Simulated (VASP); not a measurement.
# MgO in VASP: notebook

MgO is run at these levels: PBE; tasks: single point, relaxation of cell and atoms.

Program: VASP 6.6.1. These are calculated values, not measurements. Logs are shortened: lines on timing, memory, paths and dates and some standing lists are left out, and cuts for length are marked.

**1. The cell of the first run**

The typed cell holds 8 atoms: a = 3.517 Å, b = 4.240 Å, c = 6.102 Å, α = 89.96°, β = 89.92°, γ = 90.00°.

**2. Single point, PBE**

Contents of INCAR:

```
SYSTEM = MgO
PREC = Accurate
ENCUT = 520
EDIFF = 1E-6
ISMEAR = 0
SIGMA = 0.1
LREAL = .FALSE.
LASPH = .TRUE.
NELM = 80
ALGO = Normal
ISIF = 2
LWAVE = .FALSE.
LCHARG = .FALSE.
GGA = PE
NBANDS = 26
```

Contents of KPOINTS:

```
Automatic mesh
0
G
  4 4 2
  0 0 0
```

Contents of POSCAR:

```
MgO
1.0
   -3.5171294441     -0.0024923798      0.0001464277
    0.0001384724     -0.0014021883     -4.2401185416
   -0.0043356350     -6.1016771162     -0.0020533710
Mg O
4 4
Direct
    0.4998157043      0.2499919893      0.8334444737
   -0.0001530604      0.2499935876      0.3334474265
    0.0001462058      0.7499982171      0.6665560664
    0.5001857807      0.7499871343      0.1665612865
    0.4997638999      0.7500044306      0.8334689462
   -0.0001986712      0.7500103451      0.3334676881
    0.0002048980      0.2500092240      0.6665253038
    0.5002352429      0.2500050719      0.1665288089
```

Potentials or basis: VASP PAW PBE potentials, release 64 (Mg, O).

Command:

```sh
> cat potpaw_PBE.64/Mg/POTCAR potpaw_PBE.64/O/POTCAR > POTCAR
> mpirun -np 1 vasp_std > vasp.out
```

OUTCAR:

```text
SYSTEM = MgO
   PREC = Accurate
   ENCUT = 520
   EDIFF = 1E-6
   ISMEAR = 0
   LREAL = .FALSE.
   LASPH = .TRUE.
   NELM = 80
   ISIF = 2
   GGA = PE

 ion  position               nearest neighbor table
   1  0.500  0.250  0.833-   7 2.03   7 2.03   8 2.03   5 2.12   5 2.12   3 2.94   4 2.94   3 2.94
                             3 2.94   3 2.94   4 2.94   2 3.52   2 3.52   2 3.52   2 3.52
   2  1.000  0.250  0.333-   8 2.03   8 2.03   7 2.03   6 2.12   6 2.12   4 2.94   3 2.94   4 2.94
                             4 2.94   4 2.94   3 2.94   1 3.52   1 3.52   1 3.52   1 3.52
   3  0.000  0.750  0.667-   5 2.03   5 2.03   6 2.03   7 2.12   7 2.12   1 2.94   2 2.94   1 2.94
                             1 2.94   1 2.94   2 2.94   4 3.52   4 3.52   4 3.52   4 3.52
   4  0.500  0.750  0.167-   6 2.03   6 2.03   5 2.03   8 2.12   8 2.12   2 2.94   1 2.94   2 2.94
                             2 2.94   2 2.94   1 2.94   3 3.52   3 3.52   3 3.52   3 3.52
   5  0.500  0.750  0.833-   3 2.03   3 2.03   4 2.03   1 2.12   1 2.12
   6  1.000  0.750  0.333-   4 2.03   4 2.03   3 2.03   2 2.12   2 2.12
   7  0.000  0.250  0.667-   1 2.03   1 2.03   2 2.03   3 2.12   3 2.12
   8  0.500  0.250  0.167-   2 2.03   2 2.03   1 2.03   4 2.12   4 2.12

  LATTYP: Found a triclinic cell.
 ALAT       =     7.0384500874
 B/A-ratio  =     0.4997023900
 C/A-ratio  =     0.6024222269
 COS(alpha) =     0.0000740560
 COS(beta)  =     0.0006154041
 COS(gamma) =     0.4984720847

  Lattice vectors:

 A1 = (  -3.5127938091,   6.0991847364,   0.0021997987)
 A2 = (  -3.5171294441,  -0.0024923798,   0.0001464277)
 A3 = (  -0.0001384724,   0.0014021883,   4.2401185416)

Analysis of symmetry for initial positions (statically):
=====================================================================
 Subroutine PRICEL returns:
 Original cell was already a primitive cell.

 Routine SETGRP: Setting up the symmetry group for a
 triclinic supercell.

 Subroutine GETGRP returns: Found  1 space group operations
 (whereof  1 operations were pure point group operations)
 out of a pool of  2 trial point group operations.

The static configuration has the point symmetry C_1 .

Analysis of symmetry for dynamics (positions and initial velocities):
=====================================================================
 Subroutine PRICEL returns:
 Original cell was already a primitive cell.

 Routine SETGRP: Setting up the symmetry group for a
 triclinic supercell.

 Subroutine GETGRP returns: Found  1 space group operations
 (whereof  1 operations were pure point group operations)
 out of a pool of  2 trial point group operations.
[... 115 lines left out ...]
   ISYM   =      2    0-nonsym 1-usesym 2-fastsym
   POTIM  = 0.5000    time-step for ionic-motion
   TEBEG  =    0.0;   TEEND  =   0.0 temperature during run
   PSTRESS=    0.0 pullay stress
   NELECT =      32.0000    total number of electrons
   NUPDOWN=      -1.0000    fix difference up-down
   EMIN   =  10.00;   EMAX   =-10.00  energy-range for DOS
   EFERMI =   0.00;   METHOD = LEGACY
   ISMEAR =     0;   SIGMA  =   0.10  broadening in eV -4-tet -1-fermi 0-gaus
   EFERMI_NEDOS =   21; number of points for ismear=-14 and -15
   IALGO  =     38    algorithm
   IMIX   =      4    mixing-type and parameters
     AMIX     =   0.40;   BMIX     =  1.00
     AMIX_MAG =   1.60;   BMIX_MAG =  1.00
  volume/ion in A,a.u.               =      11.37        76.76
  Fermi-wavevector in a.u.,A,eV,Ry     =   1.155544  2.183661 18.167605  1.335281
  Thomas-Fermi vector in A             =   2.292171
   LORBIT       =      0    0 simple, 1 ext, 2 COOP (PROOUT), +10 PAW based schemes
   GGA     = PE    functional components
   LHFCALC =     F    Hartree Fock is set to
   AEXX    =    0.0000 exact exchange contribution
   IVDW    =     0    specifies the selected vdW correction
   LEPSILON=     F    determine dielectric tensor
   LRPA    =     F    only Hartree local field effects (RPA)
 non-spin polarized calculation
 Gauss-broadening in eV      SIGMA  =   0.10
  energy-cutoff  :      520.00
  volume of cell :       90.99
 maximum number of plane-waves:      2474
 NGX is ok and might be reduce to    28

 number of electron      31.9999995 magnetization

 Free energy of the ion-electron system (eV)
  ---------------------------------------------------
  ext. energy  EPLUGINS =         0.00000000
  ---------------------------------------------------
  free energy    TOTEN  =       -47.34778225 eV

  energy without entropy =      -47.34778225  energy(sigma->0) =      -47.34778225

 E-fermi :   2.2250     XC(G=0):  -9.9258

 val. band max:        1.7968615324   @ k =   0.0000   0.0000   0.0000
 cond. band min:       5.0564867529   @ k =   0.0000   0.0000   0.0000
 fundamental gap:      3.2596252206
 Fermi energy:         2.2250421193

 k-point     1 :       0.0000    0.0000    0.0000
  band No.  band energies     occupation
      1     -14.9994      2.00000
      2     -14.3452      2.00000
      3     -13.9304      2.00000
      4     -13.6935      2.00000
      5      -1.7419      2.00000
      6      -1.6602      2.00000
[... 569 lines left out ...]
     25      15.6170      0.00000
     26      15.6247      0.00000

------------------------ aborting loop because EDIFF is reached ----------------------------------------

  FORCE on cell =-STRESS in cart. coord.  units (eV):
  Direction    XX          YY          ZZ          XY          YZ          ZX
  --------------------------------------------------------------------------------------
  -------------------------------------------------------------------------------------
  Total       -0.2053281     -0.2681372     -0.3830163     -0.0248594     -0.0422424      0.0045804
  in kB       -3.6152935     -4.7211997     -6.7439222     -0.4377095     -0.7437788      0.0806487
  external PRESSURE =      -5.0268051 kB  Pullay stress =       0.0000000 kB

 VOLUME and BASIS-vectors are now :
 -----------------------------------------------------------------------------
  energy-cutoff  :      520.00
  volume of cell :       90.99
      direct lattice vectors                 reciprocal lattice vectors
    -3.517129444 -0.002492380  0.000146428    -0.284322918  0.000202033 -0.000009352
     0.000138472 -0.001402188 -4.240118542    -0.000009875  0.000079374 -0.235842490
    -0.004335635 -6.101677116 -0.002053371     0.000116141 -0.163889468  0.000054201

 POSITION                                       TOTAL-FORCE (eV/Angst)
 -----------------------------------------------------------------------------------
     -1.76150     -5.08701     -1.06163        -0.000215      0.000068     -0.000298
     -3.51800     -2.03743     -1.06054        -0.000184      0.000387     -0.000207
     -0.00330     -4.06816     -3.18145        -0.000109      0.000028     -0.000069
     -1.75984     -1.01860     -3.18030         0.000203      0.000438     -0.000471
     -1.76124     -5.08786     -3.18175        -0.000213     -0.000245      0.000124
     -3.51777     -2.03826     -3.18067        -0.000038     -0.000412      0.000431
     -0.00358     -4.06727     -1.06144         0.000307     -0.000196      0.000313
     -1.76008     -1.01770     -1.06032         0.000249     -0.000068      0.000177
 -----------------------------------------------------------------------------------
    total drift:                               -0.000000     -0.000001     -0.000005

  FREE ENERGIE OF THE ION-ELECTRON SYSTEM (eV)
  ---------------------------------------------------
  free  energy   TOTEN  =       -47.3477822457 eV

  energy  without entropy=      -47.3477822457  energy(sigma->0) =      -47.34778225
```

Run time: 23 s. Hardware: 1 thread of Intel Xeon 6975P-C (Granite Rapids), shared host; peak memory 0.2 GiB.

What came out:

```yaml
Free_energy: -47.3478 eV
Pressure: -0.5 GPa
Band_gap_on_the_k_mesh: 3.26 eV
```

Caveat: the k points lie up to 0.51 Å⁻¹ apart.

**3. Relaxation of cell and atoms, PBE**

This run uses another cell than the first one: it holds 4 atoms, not 8.

Contents of INCAR:

```
PREC     = Accurate       # precision mode
ENCUT    = 600            # plane-wave cutoff, eV
EDIFF    = 1E-6           # SCF threshold, eV
ISMEAR   = 0              # smearing method
SIGMA    = 0.02           # smearing width, eV
LREAL    = False          # projectors in reciprocal space
LASPH    = True           # aspherical terms in the spheres
NELM     = 100            # most SCF steps
ALGO     = Normal         # electronic algorithm
ISIF     = 3              # what is computed and relaxed
LWAVE    = False          # write WAVECAR
LCHARG   = False          # write CHGCAR
GGA      = PE             # functional
IBRION   = 2              # ionic algorithm
NSW      = 100            # ionic steps
EDIFFG   = -0.01          # ionic threshold
```

Contents of KPOINTS:

```
regular mesh
0
Gamma
  6 6 6
```

Contents of POSCAR:

```
MgO
1.0
    3.5205873113      0.0000000000      0.0000000000
   -1.7602936556      3.0489180478      0.0000000000
    0.0000000000      0.0000000000      4.2370956778
Mg O
2 2
Direct
    0.6666666667      0.3333333333      0.7500000000
    0.3333333333      0.6666666667      0.2500000000
    0.6666666667      0.3333333333      0.2500000000
    0.3333333333      0.6666666667      0.7500000000
```

Potentials or basis: VASP PAW PBE potentials, release 64 (Mg, O).

Command:

```sh
> cat potpaw_PBE.64/Mg/POTCAR potpaw_PBE.64/O/POTCAR > POTCAR
> mpirun -np 1 vasp_std > vasp.out
```

OUTCAR:

```text
PREC = Accurate
   ENCUT = 600
   EDIFF = 1E-6
   ISMEAR = 0
   LREAL = False
   LASPH = True
   NELM = 100
   ISIF = 3
   GGA = PE
   IBRION = 2
   NSW = 100
   EDIFFG = -0.01

 ion  position               nearest neighbor table
   1  0.667  0.333  0.750-   4 2.03   4 2.03   4 2.03   3 2.12   3 2.12   2 2.94   2 2.94   2 2.94
                             2 2.94   2 2.94   2 2.94
   2  0.333  0.667  0.250-   3 2.03   3 2.03   3 2.03   4 2.12   4 2.12   1 2.94   1 2.94   1 2.94
                             1 2.94   1 2.94   1 2.94
   3  0.667  0.333  0.250-   2 2.03   2 2.03   2 2.03   1 2.12   1 2.12
   4  0.333  0.667  0.750-   1 2.03   1 2.03   1 2.03   2 2.12   2 2.12

  LATTYP: Found a hexagonal cell.
 ALAT       =     3.5205873113
 C/A-ratio  =     1.2035195560

  Lattice vectors:

 A1 = (   3.5205873113,   0.0000000000,   0.0000000000)
[... 282 lines left out ...]
      4       0.1455      2.00000
      5       0.1455      2.00000
      6       1.0489      2.00000
      7       1.0489      2.00000
      8       1.8275      2.00000
      9       5.1186      0.00000
     10      11.0671      0.00000
     11      13.8221      0.00000
     12      14.2004      0.00000
[... 331 lines left out ...]
 k-point    24 :       0.3333    0.0000    0.5000
  band No.  band energies     occupation
      1     -14.1334      2.00000
      2     -14.1334      2.00000
      3      -1.6770      2.00000
      4      -1.6770      2.00000
      5       0.3915      2.00000
      6       0.3915      2.00000
      7       0.9960      2.00000
      8       0.9960      2.00000
      9       8.8693      0.00000
     10       8.8693      0.00000
     11      13.5887      0.00000
     12      13.5887      0.00000

 [... further k-points ...]

------------------------ aborting loop because EDIFF is reached ----------------------------------------

  FORCE on cell =-STRESS in cart. coord.  units (eV):
  Direction    XX          YY          ZZ          XY          YZ          ZX
  --------------------------------------------------------------------------------------
  -------------------------------------------------------------------------------------
  Total        0.0074543      0.0074543     -0.0003307      0.0000000     -0.0000000      0.0000000
  in kB        0.2639697      0.2639697     -0.0117100      0.0000000     -0.0000000      0.0000000
  external PRESSURE =       0.1720765 kB  Pullay stress =       0.0000000 kB
[... 19 lines left out ...]
  FREE ENERGIE OF THE ION-ELECTRON SYSTEM (eV)
  ---------------------------------------------------
  free  energy   TOTEN  =       -23.6818680874 eV

  energy  without entropy=      -23.6818680874  energy(sigma->0) =      -23.68186809

 reached required accuracy - stopping structural energy minimisation
```

CONTCAR:

```text
MgO
   1.00000000000000
     3.5148220250089488   -0.0000000000000946    0.0000000000000000
    -1.7574110124546383    3.0439251634120392   -0.0000000000000000
    -0.0000000000000000   -0.0000000000000000    4.2288923669125698
  Mg              O
     2     2
Direct
     0.6666666667000030    0.3333333332999970    0.7500000000000000
     0.3333333332999970    0.6666666667000030    0.2500000000000000
     0.6666666667000030    0.3333333332999970    0.2500000000000000
     0.3333333332999970    0.6666666667000030    0.7500000000000000

  0.00000000E+00  0.00000000E+00  0.00000000E+00
  0.00000000E+00  0.00000000E+00  0.00000000E+00
  0.00000000E+00  0.00000000E+00  0.00000000E+00
  0.00000000E+00  0.00000000E+00  0.00000000E+00
```

It took 16 s on 1 thread of Intel Xeon 6975P-C (Granite Rapids), shared host; peak memory 0.18 GiB.

What came out:

```yaml
Free_energy: -23.6819 eV
Relaxed_volume: 11.31 Å³/atom
Relaxed_cell: a = 3.515 Å, b = 3.515 Å, c = 4.229 Å, α = 90.00°, β = 90.00°, γ = 120.00°
Space_group_after_relaxing_to_0.05_Å: P6_3/mmc (No. 194)
Energy_gained_by_relaxing: 0.1 meV/atom
Ionic_steps: 3
Pressure_after_relaxing: 0.0 GPa
Band_gap_on_the_k_mesh: 3.29 eV, direct
```

Step by step:
| step | energy change (eV) | largest force (eV/Å) | pressure (GPa) | volume (Å³) |
| --- | --- | --- | --- | --- |
| 1 | 0.0000 | 0.0000 | -0.62 | 45.48 |
| 2 | -0.0005 | 0.0000 | 0.17 | 45.19 |
| 3 | -0.0005 | 0.0000 | 0.02 | 45.24 |

Final structure:
```
Mg O
1.0
     3.51482    0.00000    0.00000
    -1.75741    3.04393    0.00000
     0.00000    0.00000    4.22889
Mg O
2 2
Cartesian
  1.7574 1.0146 3.1717
  0.0000 2.0293 1.0572
  1.7574 1.0146 1.0572
  0.0000 2.0293 3.1717
```

Levels at points of the mesh, in eV from the valence-band top:
```
           k point  band 6  band 7  band 8  band 9  band 10  band 11
(0.00, 0.00, 0.00)   -0.78   -0.78    0.00    3.29     9.24    11.99
(0.50, 0.00, 0.00)   -1.94   -1.26   -0.52    6.92     8.79     9.76
(0.00, 0.00, 0.50)   -1.25   -1.25   -1.25    6.31     6.31    12.73
(0.50, 0.00, 0.50)   -1.50   -0.79   -0.79    7.22     7.22    11.65
```
